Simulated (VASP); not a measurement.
**In: single point with RPBE**

The system is In.

```xyz
1
Lattice="0.0000 2.3308 2.3308 2.3308 0.0000 2.3308 2.3308 2.3308 0.0000" Properties=species:S:1:pos:R:3 pbc="T T T"
In    0.0000    0.0000    0.0000
```

This cell differs from its parent crystal: volume scaled by 0.88.

* Program: VASP 6.6.1
* Task: single point
* Functional: RPBE
* Potentials or basis: VASP PAW PBE potentials, release 64 (In_d)
* Cutoff: 520 eV
* k mesh: 13 × 13 × 13
* Occupations: fermi-dirac, width 0.1 eV
* Spin: no spin polarisation
* Dipole correction: no
* Further INCAR settings: ALGO = Normal; EDIFF = 1e-06; NBANDS = 12

```
Pressure : 5.4 GPa
```

Levels at points of the mesh, in eV from the Fermi level:
```tsv
k point	band 3	band 4	band 5	band 6	band 7	band 8	band 9	band 10
(0.00, 0.00, 0.00)	-14.79	-14.61	-14.61	-9.83	10.85	10.85	10.85	11.45
```

Wall time 19 s on 1 thread of Intel(R) Xeon(R) Platinum 8488C (Sapphire Rapids), on a shared host, peak memory 0.17 GiB.

Caveat: the PAW data sets were made with another functional, which shifts forces and pressure a little; spin-orbit coupling is left out, which moves the levels of the heavy elements.
